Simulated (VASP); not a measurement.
## BaTe: single point with PBE

The system is BaTe.

```xyz
4
Lattice="5.9612 0.0000 0.0000 0.0000 5.9612 0.0000 0.0000 0.0000 4.2151" Properties=species:S:1:pos:R:3 pbc="T T T"
Ba    2.9806    0.0000    2.1074
Ba    0.0000    2.9806    2.1078
Te    0.0000    0.0000    0.0000
Te    2.9806    2.9806    0.0000
```

- Program: VASP 6.6.1
- Task: single point
- Functional: PBE
- Potentials or basis: VASP PAW PBE potentials, release 64 (Ba_sv, Te)
- Cutoff: 520 eV
- k mesh: 6 × 6 × 8
- Occupations: gaussian, width 0.05 eV
- Spin: no spin polarisation
- Dipole correction: no
- Further INCAR settings: ALGO = Normal; EDIFF = 1e-07; NBANDS = 24

```yaml
Pressure: 1.2 GPa
Band_gap_on_the_k_mesh: 0.71 eV
```

Levels at points of the mesh, in eV from the valence-band top:
```
           k point  band 14  band 15  band 16  band 17  band 18  band 19
(0.00, 0.00, 0.00)    -0.38    -0.38     0.00     0.71     0.71     0.96
(0.50, 0.00, 0.00)    -1.60    -0.58    -0.58     1.75     1.75     3.15
(0.50, 0.50, 0.00)    -0.92    -0.92    -0.92     1.54     1.54     4.80
(0.00, 0.00, 0.50)    -3.03    -0.92    -0.92     1.54     4.80     4.85
(0.50, 0.00, 0.50)    -2.20    -1.24    -1.24     2.55     2.55     2.66
(0.50, 0.50, 0.50)    -2.10     0.00     0.00     0.96     0.96     2.56
```

It took 3.9 min on 1 thread of AMD EPYC 7R43 64-Core Processor (Zen 3), with other jobs on the host, peak memory 0.32 GiB.

Caveat: semilocal functionals underestimate gaps, and a narrow one can read as zero; spin-orbit coupling is left out, which moves the levels of the heavy elements. A k mesh can miss the band edges.
